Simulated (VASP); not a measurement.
# KBiO2F2 (P1) in VASP: single point with PBE

Aim: the single point of KBiO2F2 with PBE.

All numbers are computed with VASP 6.6.1; they aren't measurements. Logs are shortened: lines on timing, memory, paths and dates and some standing lists are left out, and cuts for length are marked.

## 1. The cell of the first run

The typed cell holds 6 atoms: a = 4.331 Å, b = 4.410 Å, c = 7.031 Å, α = 72.35°, β = 106.96°, γ = 120.66°.

## 2. Single point, PBE

File POSCAR:

```
KBiO2F2
1.0
    1.3826686900     -4.1043370500      0.0558315000
   -0.0241500100      2.3141061000     -3.7540048300
    5.7181226300      4.0903555700     -0.0188401100
F O K Bi
2 2 1 1
Direct
    0.3366790000      0.6927820000      0.0758610000
    0.6289740000      0.4039370000      0.9382840000
    0.0856580000      0.8929300000      0.3080250000
    0.9196620000      0.1110350000      0.6882360000
    0.5039560000      0.4583280000      0.5122780000
    0.0445430000      0.0369680000      0.9849050000
```

File INCAR.step1:

```
SYSTEM = KBiO2F2
ALGO = Fast ; EDIFF = 1E-6
ENCUT = 520 ; GGA = PE
ISIF = 2 ; ISMEAR = -1
LASPH = .True. ; LCHARG = .True.
LREAL = .False. ; LWAVE = .False.
NBANDS = 34 ; NELM = 100
PREC = Accurate ; SIGMA = 0.1
```

File KPOINTS.step1:

```
Automatic mesh
0
Gamma
  5 5 3
  0.5 0.5 0.5
```

File INCAR.step2:

```
SYSTEM = KBiO2F2
ALGO = Fast ; EDIFF = 1E-6
ENCUT = 520 ; GGA = PE
ICHARG = 11 ; ISIF = 2
ISMEAR = -5 ; LASPH = .True.
LCHARG = .False. ; LORBIT = 11
LREAL = .False. ; LWAVE = .False.
NEDOS = 2001 ; NELM = 100
PREC = Accurate ; SIGMA = 0.1
```

File KPOINTS.step2:

```
k-points
0
Gamma
  8 8 5
  0 0 0
```

Potentials or basis: VASP PAW PBE potentials, release 64 (F, O, K_sv, Bi_d).

Launch:

```bash
> cat potpaw_PBE.64/F/POTCAR potpaw_PBE.64/O/POTCAR potpaw_PBE.64/K_sv/POTCAR potpaw_PBE.64/Bi_d/POTCAR > POTCAR
> cp INCAR.step1 INCAR
> cp KPOINTS.step1 KPOINTS
> mpirun -np 1 vasp_std > vasp.out
> cp INCAR.step2 INCAR
> cp KPOINTS.step2 KPOINTS
> mpirun -np 1 vasp_std > vasp.out
```

OUTCAR:

```text
SYSTEM = KBiO2F2
   EDIFF = 1E-6
   ENCUT = 520
   GGA = PE
   ICHARG = 11
   ISIF = 2
   ISMEAR = -5
   LASPH = .True.
   LORBIT = 11
   LREAL = .False.
   NELM = 100
   PREC = Accurate

 ion  position               nearest neighbor table
   1  0.337  0.693  0.076-   6 2.28   6 2.70   6 2.81
   2  0.629  0.404  0.938-   6 2.26   6 2.50   5 2.84   6 2.88
   3  0.086  0.893  0.308-   6 2.14   5 2.76   5 2.76
   4  0.920  0.111  0.688-   6 1.96   5 2.65   5 2.74
   5  0.504  0.458  0.512-   4 2.65   4 2.74   3 2.76   3 2.76   2 2.84   6 3.85
   6  0.045  0.037  0.985-   4 1.96   3 2.14   2 2.26   1 2.28   2 2.50   1 2.70   1 2.81   2 2.88
                             5 3.85

  LATTYP: Found a triclinic cell.
 ALAT       =     4.4100138921
 B/A-ratio  =     0.9812823411
 C/A-ratio  =     1.5942184674
 COS(alpha) =     0.0169327778
 COS(beta)  =     0.3031200179
 COS(gamma) =     0.5086600066

  Lattice vectors:

 A1 = (   0.0241500100,  -2.3141061000,   3.7540048300)
 A2 = (  -1.3585186800,   1.7902309500,   3.6981733300)
 A3 = (  -5.7181226300,  -4.0903555700,   0.0188401100)

Analysis of symmetry for initial positions (statically):
=====================================================================
 Subroutine PRICEL returns:
 Original cell was already a primitive cell.

 Routine SETGRP: Setting up the symmetry group for a
 triclinic supercell.

 Subroutine GETGRP returns: Found  1 space group operations
 (whereof  1 operations were pure point group operations)
 out of a pool of  2 trial point group operations.

The static configuration has the point symmetry C_1 .

Analysis of symmetry for dynamics (positions and initial velocities):
=====================================================================
 Subroutine PRICEL returns:
 Original cell was already a primitive cell.

 Routine SETGRP: Setting up the symmetry group for a
 triclinic supercell.

 Subroutine GETGRP returns: Found  1 space group operations
 (whereof  1 operations were pure point group operations)
 out of a pool of  2 trial point group operations.

The dynamic configuration has the point symmetry C_1 .

 Subroutine INISYM returns: Found  1 space group operations
 (whereof  1 operations are pure point group operations),
 and found     1 'primitive' translations

----------------------------------------------------------------------------------------

                                     Primitive cell

  volume of cell :     108.5316

  direct lattice vectors                    reciprocal lattice vectors
     1.382668690 -4.104337050  0.055831500     0.141079817 -0.197788638 -0.122831747
    -0.024150010  2.314106100 -3.754004830     0.001391710 -0.003181571 -0.268352373
     5.718122630  4.090355570 -0.018840110     0.140774694  0.047812777  0.028567925

  length of vectors
     4.331336108  4.410013892  7.030525588     0.272234271  0.268374841  0.151392544

  position of ions in fractional coordinates (direct lattice)
     0.336679000  0.692782000  0.075861000
     0.628974000  0.403937000  0.938284000
     0.085658000  0.892930000  0.308025000
     0.919662000  0.111035000  0.688236000
     0.503956000  0.458328000  0.512278000
     0.044543000  0.036968000  0.984905000

  ion indices of the primitive-cell ions
   primitive index   ion index
                 1           1
                 2           2
                 3           3
                 4           4
                 5           5
                 6           6

----------------------------------------------------------------------------------------

 KPOINTS: k-points

Automatic generation of k-mesh.
 Grid dimensions read from file:
 generate k-points for:    8    8    5

 Generating k-lattice:

  Cartesian coordinates                     Fractional coordinates (reciprocal lattice)
     0.017634977 -0.024723580 -0.015353968     0.125000000  0.000000000  0.000000000
     0.000173964 -0.000397696 -0.033544047     0.000000000  0.125000000  0.000000000
     0.028154939  0.009562555  0.005713585    -0.000000000  0.000000000  0.200000000

  Length of vectors
     0.034029284  0.033546855  0.030278509

  Shift w.r.t. Gamma in fractional coordinates (k-lattice)
     0.000000000  0.000000000  0.000000000

 TETIRR: Found    960 inequivalent tetrahedra from     1920

 Subroutine IBZKPT returns following result:
 ===========================================

 Found    162 irreducible k-points:

 Following reciprocal coordinates:
            Coordinates               Weight
  0.000000  0.000000  0.000000      1.000000
  0.125000  0.000000  0.000000      2.000000
  0.250000  0.000000  0.000000      2.000000
  0.375000  0.000000 -0.000000      2.000000
  0.500000  0.000000  0.000000      1.000000
 -0.000000  0.125000  0.000000      2.000000
[... 16 lines left out ...]
  0.125000  0.375000  0.000000      2.000000
  0.250000  0.375000  0.000000      2.000000
 [... further k-points ...]
   k-points           NKPTS =    162   k-points in BZ     NKDIM =    162   number of bands    NBANDS=     30
   number of dos      NEDOS =   2001   number of ions     NIONS =      6
   total plane-waves  NPLWV =  62208
   dimension x,y,z NGX =    32 NGY =   36 NGZ =   54
   dimension x,y,z NGXF=    64 NGYF=   72 NGZF=  108
   ions per type =               2   2   1   1
   NGX,Y,Z   is equivalent  to a cutoff of  12.28, 13.57, 12.77 a.u.
   NGXF,Y,Z  is equivalent  to a cutoff of  24.56, 27.14, 25.54 a.u.
 SYSTEM =  KBiO2F2
   PREC   = accura    normal or accurate (medium, high low for compatibility)
   ISTART =      0    job   : 0-new  1-cont  2-samecut
   ICHARG =     11    charge: 1-file 2-atom 10-const
   ISPIN  =      1    spin polarized calculation?
   LNONCOLLINEAR =      F non collinear calculations
   LSORBIT =      F    spin-orbit coupling
   LASPH  =      T    aspherical Exc in radial PAW
   ENCUT  =  520.0 eV  38.22 Ry    6.18 a.u.   8.05  8.20 13.07*2*pi/ulx,y,z
   NELM   =    100;   NELMIN=  2; NELMDL=  0     # of ELM steps
   EDIFF  = 0.1E-05   stopping-criterion for ELM
   LREAL  =      F    real-space projection
   EDIFFG = 0.1E-04   stopping-criterion for IOM
   NSW    =      0    number of steps for IOM
   IBRION =     -1    ionic relax: 0-MD 1-quasi-New 2-CG
   NFREE  =      0    steps in history (QN), initial steepest desc. (CG)
   ISIF   =      2    stress and relaxation
   ISYM   =      2    0-nonsym 1-usesym 2-fastsym
   POTIM  = 0.5000    time-step for ionic-motion
   TEBEG  =    0.0;   TEEND  =   0.0 temperature during run
   PSTRESS=    0.0 pullay stress
   NELECT =      50.0000    total number of electrons
   NUPDOWN=      -1.0000    fix difference up-down
   EMIN   =  10.00;   EMAX   =-10.00  energy-range for DOS
   EFERMI =   0.00;   METHOD = LEGACY
   ISMEAR =    -5;   SIGMA  =   0.10  broadening in eV -4-tet -1-fermi 0-gaus
   EFERMI_NEDOS =   21; number of points for ismear=-14 and -15
   IALGO  =     68    algorithm
   IMIX   =      4    mixing-type and parameters
     AMIX     =   0.40;   BMIX     =  1.00
     AMIX_MAG =   1.60;   BMIX_MAG =  1.00
  volume/ion in A,a.u.               =      18.09       122.07
  Fermi-wavevector in a.u.,A,eV,Ry     =   1.264385  2.389342 21.751229  1.598670
  Thomas-Fermi vector in A             =   2.397693
   LORBIT       =     11    0 simple, 1 ext, 2 COOP (PROOUT), +10 PAW based schemes
   GGA     = PE    functional components
   LHFCALC =     F    Hartree Fock is set to
   AEXX    =    0.0000 exact exchange contribution
   IVDW    =     0    specifies the selected vdW correction
   LEPSILON=     F    determine dielectric tensor
   LRPA    =     F    only Hartree local field effects (RPA)
 non-spin polarized calculation
 RMM-DIIS sequential band-by-band and
 Fermi weights with tetrahedron method with Bloechl corrections
  energy-cutoff  :      520.00
  volume of cell :      108.53
 maximum number of plane-waves:      2941

 number of electron      49.9999999 magnetization

 Free energy of the ion-electron system (eV)
  ---------------------------------------------------
  ext. energy  EPLUGINS =         0.00000000
  ---------------------------------------------------
  free energy    TOTEN  =       -27.08021052 eV

  energy without entropy =      -27.08021052  energy(sigma->0) =      -27.08021052

 E-fermi :   0.2117     XC(G=0):  -8.7639

 val. band max:        0.2005697271   @ k =   0.0000  -0.0000   0.4000
 cond. band min:       0.5079718915   @ k =   0.0000   0.0000   0.0000
 fundamental gap:      0.3074021644
 Fermi energy:         0.2117331233

 k-point     1 :       0.0000    0.0000    0.0000
  band No.  band energies     occupation
      1     -26.5422      2.00000
      2     -22.7430      2.00000
      3     -22.4876      2.00000
      4     -22.2736      2.00000
      5     -22.0816      2.00000
      6     -22.0648      2.00000
[... 22 lines left out ...]
     29       7.1713      0.00000
     30       7.9346      0.00000

 k-point     2 :       0.1250    0.0000    0.0000
  band No.  band energies     occupation
      1     -26.5402      2.00000
      2     -22.7224      2.00000
      3     -22.5046      2.00000
      4     -22.2752      2.00000
      5     -22.0828      2.00000
      6     -22.0680      2.00000
[... 22 lines left out ...]
     29       7.3599      0.00000
     30       8.0846      0.00000

 k-point     3 :       0.2500    0.0000    0.0000
  band No.  band energies     occupation
      1     -26.5352      2.00000
      2     -22.6765      2.00000
      3     -22.5425      2.00000
      4     -22.2822      2.00000
      5     -22.0855      2.00000
      6     -22.0743      2.00000
[... 682 lines left out ...]
     29       8.1536      0.00000
     30       8.8630      0.00000

 k-point    24 :       0.2500    0.3750    0.0000
  band No.  band energies     occupation
      1     -26.5286      2.00000
      2     -22.6336      2.00000
      3     -22.5231      2.00000
      4     -22.3940      2.00000
      5     -22.0944      2.00000
      6     -22.0774      2.00000
[... 22 lines left out ...]
     29       8.2704      0.00000
     30       8.9313      0.00000

 [... further k-points ...]

------------------------ aborting loop because EDIFF is reached ----------------------------------------

  FORCE on cell =-STRESS in cart. coord.  units (eV):
  Direction    XX          YY          ZZ          XY          YZ          ZX
  --------------------------------------------------------------------------------------
  -------------------------------------------------------------------------------------
  Total       -5.5538140     -1.1312625     -2.2451507     -1.7178200      0.0502351     -1.4947346
  in kB      -81.9871434    -16.7000514    -33.1436179    -25.3589980      0.7415864    -22.0657409
  external PRESSURE =     -43.9436042 kB  Pullay stress =       0.0000000 kB

 VOLUME and BASIS-vectors are now :
 -----------------------------------------------------------------------------
  energy-cutoff  :      520.00
  volume of cell :      108.53
      direct lattice vectors                 reciprocal lattice vectors
     1.382668690 -4.104337050  0.055831500     0.141079817 -0.197788638 -0.122831747
    -0.024150010  2.314106100 -3.754004830     0.001391710 -0.003181571 -0.268352373
     5.718122630  4.090355570 -0.018840110     0.140774694  0.047812777  0.028567925

 POSITION                                       TOTAL-FORCE (eV/Angst)
 -----------------------------------------------------------------------------------
      0.88257      0.53163     -2.58334        -0.844739     -0.339594     -0.041902
      6.22513      2.19115     -1.49894         0.124837      0.064527      0.083464
      1.85820      2.97470     -3.35308        -2.166517     -0.809918     -0.915507
      5.20432     -0.70253     -0.37845         0.446348      0.358060      0.073372
      3.61500      1.08761     -1.70208        -0.389460     -0.134218     -0.352614
      5.69250      3.93134     -0.15485         2.829530      0.861143      1.153187
 -----------------------------------------------------------------------------------
    total drift:                               -0.026194     -0.008595     -0.007592

  FREE ENERGIE OF THE ION-ELECTRON SYSTEM (eV)
  ---------------------------------------------------
  free  energy   TOTEN  =       -27.0802105213 eV

  energy  without entropy=      -27.0802105213  energy(sigma->0) =      -27.08021052

 total charge

# of ion       s       p       d       tot
------------------------------------------
    1        1.744   4.304   0.000   6.048
    2        1.744   4.320   0.000   6.064
    3        1.596   3.222   0.000   4.818
    4        1.596   3.293   0.000   4.889
    5        1.957   5.589   0.027   7.572
    6        1.457   0.950  10.057  12.464
--------------------------------------------------
tot         10.094  21.678  10.084  41.856
```

It took 9.8 min on 1 thread of AMD EPYC 9R45 (Zen 5), shared host; peak memory 0.58 GiB.

Results:

```yaml
Valence_electrons_inside_the_program's_atomic_spheres: F 6.05, 6.06; O 4.82, 4.89; K 7.57; Bi 12.46
```

Levels at points of the mesh, in eV from the valence-band top:
| k point | band 22 | band 23 | band 24 | band 25 | band 26 | band 27 | band 28 | band 29 |
| --- | --- | --- | --- | --- | --- | --- | --- | --- |
| (0.00, 0.00, 0.00) | -1.02 | -0.86 | -0.22 | -0.05 | 0.31 | 5.32 | 5.71 | 6.97 |
| (0.50, 0.00, 0.00) | -1.16 | -0.92 | -0.19 | -0.06 | 0.94 | 4.44 | 5.94 | 7.83 |
| (0.00, 0.50, 0.00) | -1.18 | -0.93 | -0.23 | -0.04 | 0.98 | 4.30 | 6.02 | 7.89 |
| (0.50, 0.50, 0.00) | -1.12 | -0.84 | -0.28 | -0.16 | 1.00 | 4.33 | 6.17 | 7.71 |

Caveat: spin-orbit coupling is left out, which moves the levels of the heavy elements.
